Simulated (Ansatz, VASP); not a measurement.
## Tl: VASP beside Ansatz

```
Tl
1.0
     0.00000    3.40172    3.40172
     3.40172    0.00000    3.40172
     3.40172    3.40172    0.00000
Tl
2
Direct
  0.87500 0.87500 0.87500
  0.12500 0.12500 0.12500
```

Change from the starting cell: shortest bond scaled by 1, crystal datasets.

Alike in both runs: task electric field gradients; functional PBEsol; k mesh 8 × 8 × 8; occupations fermi-dirac, width 0.05 eV; no spin polarisation.

|  | VASP | Ansatz |
| --- | --- | --- |
| version | VASP 6.6.1 | Ansatz 0.2.0 |
| potentials or method | VASP PAW PBE potentials, release 64 (Tl_d), cutoff 520 eV | all-electron PAW with datasets made for the crystal, scalar-relativistic |

```csv
,VASP,Ansatz,Ansatz less VASP
pressure (GPa),0.7,0.7,+0.05
```

VASP's potentials were made for PBE, not for PBEsol. Ansatz ran all-electron here, and VASP with PAW potentials.

Neither program's run includes spin-orbit coupling.
